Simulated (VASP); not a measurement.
## V: single point with PBEsol

V:

```
V
1.0
    -1.47944    1.47944    1.47944
     1.47944   -1.47944    1.47944
     1.47944    1.47944   -1.47944
V
1
Cartesian
  0.0000 0.0000 0.0000
```

```json
{
 "Program": "VASP 6.6.1",
 "Task": "single point",
 "Functional": "PBEsol",
 "Potentials or basis": "VASP PAW PBE potentials, release 64 (V_sv)",
 "Cutoff": "520 eV",
 "k mesh": "20 × 20 × 20",
 "Occupations": "gaussian, width 0.1 eV",
 "Spin": "no spin polarisation"
}
```

```yaml
Pressure: 0.3 GPa
```

Levels at points of the mesh, in eV from the Fermi level:
| k point | band 4 | band 5 | band 6 | band 7 | band 8 | band 9 | band 10 | band 11 |
| --- | --- | --- | --- | --- | --- | --- | --- | --- |
| (0.00, 0.00, 0.00) | -36.76 | -6.67 | 0.42 | 0.42 | 0.42 | 2.53 | 2.53 | 20.80 |
| (0.50, 0.00, 0.00) | -36.77 | -3.32 | -1.21 | 1.80 | 2.54 | 2.92 | 4.36 | 10.68 |
| (0.50, 0.50, 0.50) | -37.46 | -3.19 | -3.19 | 3.94 | 3.94 | 3.94 | 10.56 | 10.56 |

Wall time 39 s on 1 thread of Intel Xeon 8259CL, on a shared host, peak memory 0.15 GiB.

Caveat: the PAW data sets were made with another functional, which shifts forces and pressure a little.
